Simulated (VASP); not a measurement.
# Fe (Im-3m) in VASP: further runs, part 2 of 2

VASP 6.6.1. Earlier steps stand in the parts before.

## (4) Single point, PBE, collinear spin, ferromagnetic start

INCAR

```
  PREC = Accurate
  ENCUT = 520
  EDIFF = 1E-6
  ISMEAR = 1
  SIGMA = 0.2
  LREAL = False
  LASPH = True
  NELM = 150
  ALGO = Normal
  ISIF = 2
  LWAVE = False
  LCHARG = True
  ISPIN = 2
  MAGMOM = 2.208
  LORBIT = 11
  LMAXMIX = 4
  GGA = PE
  LELF = True
  LVHAR = True
  NBANDS = 14
```

KPOINTS

```
regular mesh
0
Gamma
  15 15 15
```

POSCAR

```
Fe
1.0
   -1.4163059769      1.4163059769      1.4163059769
    1.4163059769     -1.4163059769      1.4163059769
    1.4163059769      1.4163059769     -1.4163059769
Fe
1
Direct
    0.0000000000      0.0000000000      0.0000000000
```

Potentials or basis: VASP PAW PBE potentials, release 64 (Fe).

Command:

```console
cat potpaw_PBE.64/Fe/POTCAR > POTCAR
mpirun -np 1 vasp_std > vasp.out
```

OUTCAR:

```text
PREC = Accurate
   ENCUT = 520
   EDIFF = 1E-6
   ISMEAR = 1
   LREAL = False
   LASPH = True
   NELM = 150
   ISIF = 2
   ISPIN = 2
   LORBIT = 11
   GGA = PE

 ion  position               nearest neighbor table
   1  0.000  0.000  0.000-

  LATTYP: Found a body centered cubic cell.
 ALAT       =     2.8326119538

  Lattice vectors:

 A1 = (  -1.4163059769,   1.4163059769,   1.4163059769)
 A2 = (   1.4163059769,  -1.4163059769,   1.4163059769)
 A3 = (   1.4163059769,   1.4163059769,  -1.4163059769)

Analysis of symmetry for initial positions (statically):
=====================================================================
 Subroutine PRICEL returns:
 Original cell was already a primitive cell.

 Routine SETGRP: Setting up the symmetry group for a
 body centered cubic supercell.

 Subroutine GETGRP returns: Found 48 space group operations
 (whereof 48 operations were pure point group operations)
 out of a pool of 48 trial point group operations.

The static configuration has the point symmetry O_h .

[... 604 lines left out ...]
     10      36.1116      0.00000
     11      36.1116      0.00000
     12      38.8787      0.00000
     13      38.8787      0.00000
     14      38.8787      0.00000
[... 379 lines left out ...]
      3       4.9152      1.00000
      4       7.3044     -0.00000
      5       7.7897     -0.00000
      6      10.9124      0.00000
      7      14.5920      0.00000
      8      19.2153      0.00000
      9      25.5191      0.00000
     10      32.2914      0.00000
     11      36.7911      0.00000
     12      40.3204      0.00000
     13      44.6635      0.00000
     14      49.7554      0.00000

 [... further k-points ...]

------------------------ aborting loop because EDIFF is reached ----------------------------------------

  FORCE on cell =-STRESS in cart. coord.  units (eV):
  Direction    XX          YY          ZZ          XY          YZ          ZX
  --------------------------------------------------------------------------------------
  -------------------------------------------------------------------------------------
  Total        0.0015684      0.0015684      0.0015684      0.0000000      0.0000000      0.0000000
  in kB        0.2211272      0.2211272      0.2211272      0.0000000      0.0000000      0.0000000
  external PRESSURE =       0.2211272 kB  Pullay stress =       0.0000000 kB

 VOLUME and BASIS-vectors are now :
 -----------------------------------------------------------------------------
  energy-cutoff  :      520.00
  volume of cell :       11.36
      direct lattice vectors                 reciprocal lattice vectors
    -1.416305977  1.416305977  1.416305977     0.000000000  0.353031060  0.353031060
     1.416305977 -1.416305977  1.416305977     0.353031060  0.000000000  0.353031060
     1.416305977  1.416305977 -1.416305977     0.353031060  0.353031060  0.000000000

 POSITION                                       TOTAL-FORCE (eV/Angst)
 -----------------------------------------------------------------------------------
      0.00000      0.00000      0.00000         0.000000      0.000000      0.000000
 -----------------------------------------------------------------------------------
    total drift:                                0.000000      0.000000      0.000000

  FREE ENERGIE OF THE ION-ELECTRON SYSTEM (eV)
  ---------------------------------------------------
  free  energy   TOTEN  =        -8.2441261835 eV

  energy  without entropy=       -8.2429799421  energy(sigma->0) =       -8.24374410

 total charge

# of ion       s       p       d       tot
------------------------------------------
    1        0.487   0.541   6.239   7.267

 magnetization (x)

# of ion       s       p       d       tot
------------------------------------------
    1       -0.014  -0.058   2.267   2.195
```

stdout:

```text
POSCAR found type information on POSCAR Fe
 POSCAR found :  1 types and       1 ions
 scaLAPACK will be used
 LDA part: xc-table for (Slater+PW92), standard interpolation
 POSCAR, INCAR and KPOINTS ok, starting setup
 FFT: planning ... GRIDC
 FFT: planning ... GRID_SOFT
 FFT: planning ... GRID
 WAVECAR not read
 entering main loop
```

Run time: 56 s. Hardware: 1 thread of Intel Xeon 8259CL, shared host; peak memory 0.14 GiB.

Results:

```
Free energy                                           : -8.2441 eV
Pressure                                              : 0.0 GPa
Net moment                                            : 2.20 μB per cell
Site moments                                          : Fe +2.19 μB
Valence electrons inside the program's atomic spheres : Fe 7.27
```

## (5) Single point, PBE, collinear spin, ferromagnetic start

INCAR

```
SYSTEM = Fe
ALGO     = Normal         ! electronic algorithm
EDIFF    = 1E-7           ! SCF threshold, eV
ENCUT    = 520            ! plane-wave cutoff, eV
GGA      = PE             ! functional
ISIF     = 2              ! what is computed and relaxed
ISMEAR   = 1              ! smearing method
ISPIN    = 2              ! spin polarisation
LASPH    = .True.         ! aspherical terms in the spheres
LCHARG   = .False.        ! write CHGCAR
LMAXMIX  = 4              ! l up to which the mixer works
LORBIT   = 11             ! projections on sites
LREAL    = .False.        ! projectors in reciprocal space
LWAVE    = .False.        ! write WAVECAR
MAGMOM   = 2.208          ! initial moments
NBANDS   = 14             ! bands
NELM     = 150            ! most SCF steps
PREC     = Accurate       ! precision mode
SIGMA    = 0.6            ! smearing width, eV
```

KPOINTS

```
k-points
0
Gamma
  15 15 15
  0 0 0
```

POSCAR is that of step 4.

Potentials or basis: VASP PAW PBE potentials, release 64 (Fe).

Command:

```console
cat potpaw_PBE.64/Fe/POTCAR > POTCAR
mpirun -np 1 vasp_std > vasp.out
```

OUTCAR:

```text
SYSTEM = Fe
   EDIFF = 1E-7
   ENCUT = 520
   GGA = PE
   ISIF = 2
   ISMEAR = 1
   ISPIN = 2
   LASPH = .True.
   LORBIT = 11
   LREAL = .False.
   NELM = 150
   PREC = Accurate

 ion  position               nearest neighbor table
   1  0.000  0.000  0.000-

  LATTYP: Found a body centered cubic cell.
 ALAT       =     2.8326119538

  Lattice vectors:

 A1 = (  -1.4163059769,   1.4163059769,   1.4163059769)
 A2 = (   1.4163059769,  -1.4163059769,   1.4163059769)
 A3 = (   1.4163059769,   1.4163059769,  -1.4163059769)

Analysis of symmetry for initial positions (statically):
=====================================================================
 Subroutine PRICEL returns:
 Original cell was already a primitive cell.

 Routine SETGRP: Setting up the symmetry group for a
 body centered cubic supercell.

 Subroutine GETGRP returns: Found 48 space group operations
[... 605 lines left out ...]
      6       7.4895     -0.00025
      7      30.5838      0.00000
      8      30.5838      0.00000
      9      30.5838      0.00000
     10      36.1205      0.00000
     11      36.1205      0.00000
     12      38.8679      0.00000
     13      38.8679      0.00000
     14      38.8679      0.00000
[... 379 lines left out ...]
      3       4.9112      1.02841
      4       7.3014     -0.00115
      5       7.7859     -0.00002
      6      10.9039     -0.00000
      7      14.5841     -0.00000
      8      19.2118      0.00000
      9      25.5172      0.00000
     10      32.2896      0.00000
     11      36.7910      0.00000
     12      40.3190      0.00000
     13      44.6615      0.00000
     14      49.7549      0.00000

 [... further k-points ...]

------------------------ aborting loop because EDIFF is reached ----------------------------------------

  FORCE on cell =-STRESS in cart. coord.  units (eV):
  Direction    XX          YY          ZZ          XY          YZ          ZX
  --------------------------------------------------------------------------------------
  -------------------------------------------------------------------------------------
  Total       -0.0653665     -0.0653665     -0.0653665      0.0000000     -0.0000000      0.0000000
  in kB       -9.2158312     -9.2158312     -9.2158312      0.0000000     -0.0000000      0.0000000
  external PRESSURE =      -9.2158312 kB  Pullay stress =       0.0000000 kB

 VOLUME and BASIS-vectors are now :
 -----------------------------------------------------------------------------
  energy-cutoff  :      520.00
  volume of cell :       11.36
      direct lattice vectors                 reciprocal lattice vectors
    -1.416305977  1.416305977  1.416305977     0.000000000  0.353031060  0.353031060
     1.416305977 -1.416305977  1.416305977     0.353031060  0.000000000  0.353031060
     1.416305977  1.416305977 -1.416305977     0.353031060  0.353031060  0.000000000

 POSITION                                       TOTAL-FORCE (eV/Angst)
 -----------------------------------------------------------------------------------
      0.00000      0.00000      0.00000         0.000000      0.000000      0.000000
 -----------------------------------------------------------------------------------
    total drift:                                0.000000      0.000000      0.000000

  FREE ENERGIE OF THE ION-ELECTRON SYSTEM (eV)
  ---------------------------------------------------
  free  energy   TOTEN  =        -8.2350383891 eV

  energy  without entropy=       -8.2735655916  energy(sigma->0) =       -8.24788079

 total charge

# of ion       s       p       d       tot
------------------------------------------
    1        0.487   0.540   6.241   7.268

 magnetization (x)

# of ion       s       p       d       tot
------------------------------------------
    1       -0.014  -0.057   2.252   2.182
```

OSZICAR:

```text
N       E                     dE             d eps       ncg     rms          rms(c)
DAV:   1     0.211223008004E+02    0.21122E+02   -0.38598E+03  7478   0.697E+02
DAV:   2    -0.840251944197E+01   -0.29525E+02   -0.27166E+02  7344   0.128E+02
DAV:   3    -0.926976687427E+01   -0.86725E+00   -0.85859E+00  8184   0.225E+01
DAV:   4    -0.927254823423E+01   -0.27814E-02   -0.27811E-02  7752   0.115E+00
DAV:   5    -0.927256164472E+01   -0.13410E-04   -0.13410E-04  8256   0.814E-02    0.114E+01
DAV:   6    -0.832220070875E+01    0.95036E+00   -0.10642E+01  8496   0.377E+01    0.570E+00
DAV:   7    -0.824775549073E+01    0.74445E-01   -0.72738E-01  8310   0.941E+00    0.335E+00
DAV:   8    -0.824216944515E+01    0.55860E-02   -0.98856E-03  8110   0.573E-01    0.146E+00
DAV:   9    -0.823493404279E+01    0.72354E-02   -0.85934E-03  9082   0.490E-01    0.389E-01
DAV:  10    -0.823504406948E+01   -0.11003E-03   -0.12364E-03  7544   0.291E-01    0.130E-01
DAV:  11    -0.823503697041E+01    0.70991E-05   -0.17627E-04  7950   0.126E-01    0.382E-02
DAV:  12    -0.823503785919E+01   -0.88878E-06   -0.48181E-06  7944   0.257E-02    0.122E-02
DAV:  13    -0.823503838394E+01   -0.52475E-06   -0.10583E-06  7998   0.698E-03    0.451E-03
DAV:  14    -0.823503838908E+01   -0.51392E-08   -0.10592E-07  5374   0.334E-03
   1 F= -.82350384E+01 E0= -.82478808E+01  d E =0.385272E-01  mag=     2.1834
```

stdout:

```text
POSCAR found type information on POSCAR Fe
 POSCAR found :  1 types and       1 ions
 scaLAPACK will be used
 LDA part: xc-table for (Slater+PW92), standard interpolation
 POSCAR, INCAR and KPOINTS ok, starting setup
 FFT: planning ... GRIDC
 FFT: planning ... GRID_SOFT
 FFT: planning ... GRID
 WAVECAR not read
 entering main loop
```

It took 52 s on 1 thread of Intel Xeon 8259CL, shared host; peak memory 0.15 GiB.

What came out:

| Item | Value |
| --- | --- |
| Free energy | -8.2350 eV |
| Pressure | -0.9 GPa |
| Net moment | 2.18 μB per cell |
| Site moments | Fe +2.18 μB |
| Valence electrons inside the program's atomic spheres | Fe 7.27 |

Caveat: so wide a smearing shifts energies and pressures.

## (6) Single point, PBE, collinear spin, ferromagnetic start

INCAR

```
SYSTEM = Fe
PREC     = Accurate       ! precision mode
ENCUT    = 520            ! plane-wave cutoff, eV
EDIFF    = 1E-6           ! SCF threshold, eV
ISMEAR   = 1              ! smearing method
SIGMA    = 1.0            ! smearing width, eV
LREAL    = .FALSE.        ! projectors in reciprocal space
LASPH    = .TRUE.         ! aspherical terms in the spheres
NELM     = 150            ! most SCF steps
ALGO     = Normal         ! electronic algorithm
ISIF     = 2              ! what is computed and relaxed
LWAVE    = .FALSE.        ! write WAVECAR
LCHARG   = .FALSE.        ! write CHGCAR
ISPIN    = 2              ! spin polarisation
MAGMOM   = 2.208          ! initial moments
LORBIT   = 11             ! projections on sites
LMAXMIX  = 4              ! l up to which the mixer works
GGA      = PE             ! functional
NBANDS   = 14             ! bands
```

KPOINTS

```
Automatic mesh
0
G
  15 15 15
  0 0 0
```

POSCAR is that of step 5.

Potentials or basis: VASP PAW PBE potentials, release 64 (Fe).

Command:

```console
cat potpaw_PBE.64/Fe/POTCAR > POTCAR
mpirun -np 1 vasp_std > vasp.out
```

Wall time 55 s (1 thread of Intel Xeon 8259CL, shared host); peak memory 0.14 GiB.

Results (log left out):

```
Free energy                                           : -8.1945 eV
Pressure                                              : -1.2 GPa
Net moment                                            : 2.21 μB per cell
Site moments                                          : Fe +2.21 μB
Valence electrons inside the program's atomic spheres : Fe 7.27
```

Levels at points of the mesh, in eV from the Fermi level:
Spin up:
| k point | band 2 | band 3 | band 4 | band 5 | band 6 | band 7 | band 8 | band 9 |
| --- | --- | --- | --- | --- | --- | --- | --- | --- |
| (0.00, 0.00, 0.00) | -2.34 | -2.34 | -2.34 | -1.15 | -1.15 | 25.00 | 25.00 | 25.00 |
Spin down:
| k point | band 1 | band 2 | band 3 | band 4 | band 5 | band 6 | band 7 | band 8 |
| --- | --- | --- | --- | --- | --- | --- | --- | --- |
| (0.00, 0.00, 0.00) | -8.29 | -0.42 | -0.42 | -0.42 | 1.66 | 1.66 | 24.74 | 24.74 |

Caveat: so wide a smearing shifts energies and pressures.

## (7) The runs side by side

```tsv
smearing	gap on the mesh (eV)	pressure (GPa)	moment (μB)
methfessel-paxton 0.01 eV	none	-0.4	2.18
methfessel-paxton 0.03 eV	none	-0.3	2.18
methfessel-paxton 0.2 eV	none	0.0	2.20
methfessel-paxton 0.6 eV	none	-0.9	2.18
methfessel-paxton 1 eV	none	-1.2	2.21
```

Alike in all rows: task single point; level PBE; potentials or basis VASP PAW PBE potentials, release 64 (Fe); spin collinear, ferromagnetic start; cell as given; k mesh 15 × 15 × 15; cutoff (eV) 520.

Caveats: so wide a smearing shifts energies and pressures (at least some runs).

Absolute energies hang on the potentials; compare differences alone.
